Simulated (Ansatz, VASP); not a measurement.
This is a calculation of Ir for VASP 6.6.1.

File INCAR:

```
PREC = Accurate ; ENCUT = 500
EDIFF = 1E-6 ; ISMEAR = -1
SIGMA = 0.05 ; LREAL = F
LASPH = T ; NELM = 120
ALGO = Normal ; ISIF = 2
LWAVE = F ; LCHARG = F
GGA = PS ; NBANDS = 10
GGA_COMPAT = F
```

Contents of KPOINTS:

```
regular mesh
0
Gamma
  12 12 12
```

POSCAR

```
Ir
1.0
    0.0000000000      1.8784003424      1.9922240000
    1.8784003424      0.0000000000      1.9922240000
    1.8784003424      1.8784003424      0.0000000000
Ir
1
Direct
    0.0000000000      0.0000000000      0.0000000000
```

Potentials or basis: VASP PAW PBE potentials, release 64 (Ir).

The run is started by

```bash
$ cat potpaw_PBE.64/Ir/POTCAR > POTCAR
$ mpirun -np 1 vasp_std > vasp.out
```

Set up the same calculation for Ansatz 0.2.0. Potentials there: all-electron LAPW, scalar-relativistic.

As run (the cutoff follows the program's own potentials):

The input input.yaml:

```yaml
crystal:
  lattice:
    - [0.0, 1.8784003424, 1.992224]
    - [1.8784003424, 0.0, 1.992224]
    - [1.8784003424, 1.8784003424, 0.0]
  atoms:
    - { symbol: Ir, position: [0.0, 0.0, 0.0] }
kpoints:
  mp_grid: { grid: [12, 12, 12] }
scf:
  occupations: { method: fermi_dirac, width: 0.05 }
hamiltonian:
  xc: pbesol
  pseudopotentials: { kind: all_electron, lapw: { basis_error: 0.001 } }
output:
  forces: true
  stress: true
  eigenvalues: true
```

Potentials or basis: all-electron LAPW, scalar-relativistic.

Launch:

```bash
$ ansatz run input.yaml --threads 1 --pin off --max-ram 3072MiB --backend cpu --events-out ev --progress --plain --runs-dir out
```

Both were run:

|  | VASP | Ansatz | Ansatz less VASP |
| --- | --- | --- | --- |
| gap on the k mesh at the Fermi level (eV) | none | none | - |
| pressure (GPa) | 1.2 | 0.2 | -1.00 |
| traceless stress, the component that is largest in VASP (GPa) | -16.70 | -16.73 | -0.031 |

VASP's potentials were made for PBE, not for PBEsol. A gap of «none» marks a metal or a gap that the smearing closes. Ansatz ran all-electron here, and VASP with PAW potentials.

Spin-orbit coupling is off throughout.
